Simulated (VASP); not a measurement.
CsI:

```
Cs I
1.0
     4.56670    0.00000    0.00000
     0.00000    4.56670    0.00000
     0.00000    0.00000    4.56670
Cs I
1 1
Direct
  0.00000 0.00000 0.00000
  0.50000 0.50000 0.50000
```

| Quantity | Value |
| --- | --- |
| Program | VASP 6.6.1 |
| Task | relaxation of cell and atoms |
| Functional | LDA |
| Potentials or basis | VASP PAW LDA potentials, release 64 (Cs_sv, I) |
| Cutoff | 500 eV |
| k mesh | 6 × 6 × 6 |
| Occupations | fermi-dirac, width 0.05 eV |
| Spin | no spin polarisation |

At the start: pressure -1.4 GPa; volume 47.62 Å³/atom.

Problem. Where does the relaxation end?

Solution. Over 4 steps the energy falls by 22.8 meV/atom and the volume is 42.83 Å³/atom (-10.1 %); space group Pm-3m (No. 221, to 0.1 Å) before and after.

The path:
```csv
step,energy change (eV),largest force (eV/Å),pressure (GPa),volume (Å³)
1,0.0000,0.0000,-1.37,95.24
2,-0.0362,0.0000,-0.70,89.75
3,-0.0454,0.0000,-0.08,86.13
4,-0.0455,0.0000,0.00,85.66
```

Final structure:
```
Cs I
1.0
     4.40825    0.00000    0.00000
     0.00000    4.40825    0.00000
     0.00000    0.00000    4.40825
Cs I
1 1
Direct
  0.00000 0.00000 0.00000
  0.50000 0.50000 0.50000
```
